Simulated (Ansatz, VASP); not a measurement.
## One calculation of Cu, two programs

File INCAR:

```
PREC     = Accurate       # precision mode
ENCUT    = 520            # plane-wave cutoff, eV
EDIFF    = 1E-6           # SCF threshold, eV
ISMEAR   = 1              # smearing method
SIGMA    = 0.1            # smearing width, eV
LREAL    = False          # projectors in reciprocal space
LASPH    = True           # aspherical terms in the spheres
NELM     = 80             # most SCF steps
ALGO     = Normal         # electronic algorithm
ISIF     = 2              # what is computed and relaxed
LWAVE    = False          # write WAVECAR
LCHARG   = False          # write CHGCAR
GGA      = PS             # functional
NBANDS   = 12             # bands
```

File KPOINTS:

```
Automatic mesh
0
Gamma
  8 8 8
```

File POSCAR:

```
Cu
1.0
   -1.4415442453      1.4415442453      1.3748909913
    1.4415442453     -1.4415442453      1.3748909913
    1.4415442453      1.4415442453     -1.3748909913
Cu
1
Direct
    0.0000000000      0.0000000000      0.0000000000
```

Input for Ansatz:

```yaml
crystal:
  lattice:
    - [-1.4415442452985732, 1.4415442452985732, 1.3748909912921925]
    - [1.4415442452985732, -1.4415442452985732, 1.3748909912921925]
    - [1.4415442452985732, 1.4415442452985732, -1.3748909912921925]
  atoms:
    - { symbol: Cu, position: [-3.39329201092131e-34, -1.0761731761472874e-33, -1.0572109207313114e-33] }
kpoints:
  mp_grid:
    grid: [8, 8, 8]
hamiltonian:
  xc: pbesol
  pseudopotentials:
    kind: paw
scf:
  occupations:
    method: cold
output:
  forces: true
  stress: true
```

Alike in both runs: task single point; functional PBEsol; k mesh 8 × 8 × 8; no spin polarisation.

|  | VASP | Ansatz |
| --- | --- | --- |
| version | VASP 6.6.1 | Ansatz 0.2.0 |
| potentials or method | VASP PAW PBE potentials, release 64 (Cu) | plane waves, PAW |
| plane-wave cutoff (eV) | 520 | 420 |
| occupations | methfessel-paxton of order 1, width 0.1 eV | cold |
| valence electrons in the cell | 11 | 19 |

```tsv
	VASP	Ansatz	Ansatz less VASP
pressure (GPa)	-0.1	-0.8	-0.73
traceless stress, the component that is largest in VASP (GPa)	0.09	0.02	-0.067
```

VASP's potentials were made for PBE, not for PBEsol. VASP's potentials hold 11 valence electrons a cell and Ansatz's 19, so a difference there can come from the potentials and not from the codes.

The k mesh is coarse, so the values compare programs but aren't converged.
